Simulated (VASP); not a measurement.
A run of VASP 6.6.1:

Contents of POSCAR:

```
Ge
1.0
    0.0000000000      2.8476450493      2.8476450493
    2.8476450493      0.0000000000      2.8476450493
    2.8476450493      2.8476450493      0.0000000000
Ge
2
Direct
    0.7500000000      0.7500000000      0.7500000000
    0.5000000000      0.5000000000      0.5000000000
```

The input INCAR.step1:

```
SYSTEM = Ge
  ALGO = Normal
  EDIFF = 1E-5
  ENCUT = 520
  GGA = PE
  ISIF = 2
  ISMEAR = -1
  LASPH = .TRUE.
  LCHARG = .FALSE.
  LREAL = .FALSE.
  LWAVE = .TRUE.
  NBANDS = 21
  NELM = 60
  PREC = Accurate
  SIGMA = 0.05
```

Contents of INCAR.step2:

```
SYSTEM = Ge
  AEXX = 0.5
  ALGO = Normal
  EDIFF = 1E-6
  ENCUT = 520
  ISIF = 2
  ISMEAR = -1
  ISTART = 1
  LASPH = .TRUE.
  LCHARG = .FALSE.
  LHFCALC = .TRUE.
  LMIXTAU = .TRUE.
  LREAL = .FALSE.
  LWAVE = .FALSE.
  METAGGA = R2SCAN
  NBANDS = 21
  NELM = 60
  PREC = Accurate
  PRECFOCK = Normal
  SIGMA = 0.05
```

KPOINTS

```
k-points
0
G
  4 4 4
  0 0 0
```

Potentials or basis: VASP PAW PBE potentials, release 64 (Ge_d).

Run with:

```console
$ cat potpaw_PBE.64/Ge_d/POTCAR > POTCAR
$ cp INCAR.step1 INCAR
$ mpirun -np 1 vasp_std > vasp.out
$ cp INCAR.step2 INCAR
$ mpirun -np 1 vasp_std > vasp.out
```

Hardware: 1 thread of Oxide Virtual Turin-like Processor (shared host).

Problem. Estimate the wall time of this run.

Solution. Run time: 35 min on 1 thread of Oxide Virtual Turin-like Processor (shared host), peak memory 0.15 GiB. Counts: k points 8.
